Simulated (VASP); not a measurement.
Input of a VASP 6.6.1 run:

Contents of POSCAR:

```
InSb
1.0
    0.0000000000      3.0449757946      3.0449757946
    3.0449757946      0.0000000000      3.0449757946
    3.0449757946      3.0449757946      0.0000000000
In Sb
1 1
Direct
    0.0000000000      0.0000000000      0.0000000000
    0.5000000000      0.5000000000      0.5000000000
```

File INCAR.step1:

```
SYSTEM = InSb
PREC     = Accurate       ! precision mode
ENCUT    = 520            ! plane-wave cutoff, eV
ISMEAR   = -1             ! smearing method
SIGMA    = 0.05           ! smearing width, eV
LREAL    = .FALSE.        ! projectors in reciprocal space
LASPH    = .TRUE.         ! aspherical terms in the spheres
NELM     = 80             ! most SCF steps
NBANDS   = 16             ! bands
GGA      = PE             ! functional
ALGO     = Normal         ! electronic algorithm
EDIFF    = 1E-4           ! SCF threshold, eV
LWAVE    = .TRUE.         ! write WAVECAR
LCHARG   = .FALSE.        ! write CHGCAR
```

INCAR.step2

```
SYSTEM = InSb
PREC     = Accurate       ! precision mode
ENCUT    = 520            ! plane-wave cutoff, eV
EDIFF    = 1E-7           ! SCF threshold, eV
ISMEAR   = -1             ! smearing method
SIGMA    = 0.05           ! smearing width, eV
LREAL    = .FALSE.        ! projectors in reciprocal space
LASPH    = .TRUE.         ! aspherical terms in the spheres
NELM     = 80             ! most SCF steps
ALGO     = Normal         ! electronic algorithm
ISIF     = 2              ! what is computed and relaxed
LWAVE    = .FALSE.        ! write WAVECAR
LCHARG   = .FALSE.        ! write CHGCAR
METAGGA  = R2SCAN         ! meta-GGA
LMIXTAU  = .TRUE.       
NBANDS   = 16             ! bands
ISTART   = 1
```

The input KPOINTS:

```
regular mesh
0
G
  12 12 12
  0 0 0
```

Potentials or basis: VASP PAW PBE potentials, release 64 (In_d, Sb).

Command:

```bash
$ cat potpaw_PBE.64/In_d/POTCAR potpaw_PBE.64/Sb/POTCAR > POTCAR
$ cp INCAR.step1 INCAR
$ mpirun -np 1 vasp_std > vasp.out
$ cp INCAR.step2 INCAR
$ mpirun -np 1 vasp_std > vasp.out
```

(1) What does it give for the pressure?

(2) Predict the band gap on the k mesh.

Results:

(1) 0.0 GPa.

(2) zero (band 9 reaches 7.37 eV, above the bottom of band 10 at 4.48 eV).

Caveat: the PAW data sets were made with another functional, which shifts forces and pressure a little; spin-orbit coupling is left out, which moves the levels of the heavy elements.
